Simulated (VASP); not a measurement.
Wanted: the native input for a VASP 6.6.1 run.

```yaml
Task: single point
Functional: PBE
Potentials_or_basis: VASP PAW PBE potentials, release 64 (Tl_d, Sc_sv)
Cutoff: 520 eV
k_mesh: 3 × 2 × 3
Occupations: methfessel-paxton, width 0.15 eV
Spin: no spin polarisation
Dipole_correction: no
Further_INCAR_settings: ALGO = Normal; EDIFF = 1e-07; NBANDS = 58
```

The structure of ScTl lies in POSCAR:

```
ScTl
1.0
    6.2577200000     -0.7067440000      0.4731370000
   -1.1421250000      6.9865130000     -0.0575770000
   -0.1151100000     -0.4811790000      4.8648230000
Tl Sc
4 4
Direct
    0.3007262441      0.1924396783      0.0387669575
    0.6621570913      0.5657921245      0.5482959182
    0.8479462918      0.9133039128      0.1464272256
    0.4487378696      0.6073427384      0.0606430046
    0.8385801645      0.3292144814      0.1106921832
    0.6243578445      0.9926273219      0.6701945180
    0.0977026078      0.8520530040      0.6250327992
    0.1940938450      0.4129180937      0.5761867607
```

These files were run (other wordings do the same):

INCAR

```
SYSTEM = ScTl
PREC     = Accurate       ! precision mode
ENCUT    = 520            ! plane-wave cutoff, eV
EDIFF    = 1E-7           ! SCF threshold, eV
ISMEAR   = 1              ! smearing method
SIGMA    = 0.15           ! smearing width, eV
LREAL    = .FALSE.        ! projectors in reciprocal space
LASPH    = .TRUE.         ! aspherical terms in the spheres
NELM     = 100            ! most SCF steps
ALGO     = Normal         ! electronic algorithm
ISIF     = 2              ! what is computed and relaxed
LWAVE    = .FALSE.        ! write WAVECAR
LCHARG   = .FALSE.        ! write CHGCAR
GGA      = PE             ! functional
NBANDS   = 58             ! bands
```

KPOINTS

```
Automatic mesh
0
G
  3 2 3
  0 0 0
```

Potentials or basis: VASP PAW PBE potentials, release 64 (Tl_d, Sc_sv).

Launch:

```bash
$ cat potpaw_PBE.64/Tl_d/POTCAR potpaw_PBE.64/Sc_sv/POTCAR > POTCAR
$ mpirun -np 1 vasp_std > vasp.out
```

Results of the run:

The pressure is 4.0 GPa and the largest force is 2.638 eV/Å. The band gap on the k mesh is zero (band 48 reaches 5.59 eV, above the bottom of band 49 at 5.51 eV).

Caveat: the k points lie up to 0.46 Å⁻¹ apart; spin-orbit coupling is left out, which moves the levels of the heavy elements.

Run time: 2.3 min on 1 thread of Intel(R) Xeon(R) Platinum 8375C CPU @ 2.90GHz (Ice Lake) (shared host), peak memory 0.33 GiB.
